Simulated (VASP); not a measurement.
CaOs2: single point with PBE

The system is CaOs2.

```
Ca Os
1.0
     2.76317    0.00000    0.00000
     0.00000    2.76317    0.00000
     0.00000    0.00000    7.19339
Ca Os
1 2
Direct
  0.00000 0.00000 0.00000
  0.50000 0.50000 0.33970
  0.50000 0.50000 0.66030
```

The cell was built from a structure type or drawn by symmetry, and may not be a known phase.

```json
{
 "Program": "VASP 6.6.1",
 "Task": "single point",
 "Functional": "PBE",
 "Potentials or basis": "VASP PAW PBE potentials, release 64 (Ca_sv, Os)",
 "Cutoff": "520 eV",
 "k mesh": "6 × 6 × 4",
 "Occupations": "gaussian, width 0.1 eV",
 "Spin": "no spin polarisation"
}
```

```yaml
Pressure: -0.1 GPa
Largest_force: 0.139 eV/Å
Band_gap_on_the_k_mesh: zero (bands 13 and 14 overlap by 2.95 eV)
```

Forces in eV/Å, atoms in the order of the input:
```
Ca   0.000  0.000  0.000
Os   0.000  0.000  0.139
Os   0.000  0.000 -0.139
```

Stress tensor (GPa, compression positive):
```
 0.22  0.00  0.00
 0.00  0.22  0.00
 0.00  0.00 -0.73
```

Levels at points of the mesh, in eV from the Fermi level:
```csv
k point,band 11,band 12,band 13,band 14,band 15,band 16
"(0.00, 0.00, 0.00)",-1.24,-1.24,-0.19,1.51,1.52,1.52
"(0.50, 0.00, 0.00)",-0.80,-0.75,-0.74,-0.11,2.00,2.37
"(0.50, 0.50, 0.00)",-1.51,-0.02,2.17,3.23,3.58,4.21
"(0.00, 0.00, 0.50)",-1.30,-1.30,1.24,1.51,1.64,1.69
"(0.50, 0.00, 0.50)",-0.77,-0.07,0.15,0.16,1.31,1.86
"(0.50, 0.50, 0.50)",-0.79,-0.79,1.95,1.95,3.23,3.58
```

It took 100 s on 1 thread of Intel Xeon 8259CL, with other jobs on the host, peak memory 0.19 GiB.

Caveat: the k points lie up to 0.38 Å⁻¹ apart, too coarse for converged energies and pressures of a metal; spin-orbit coupling is left out, which moves the levels of the heavy elements.
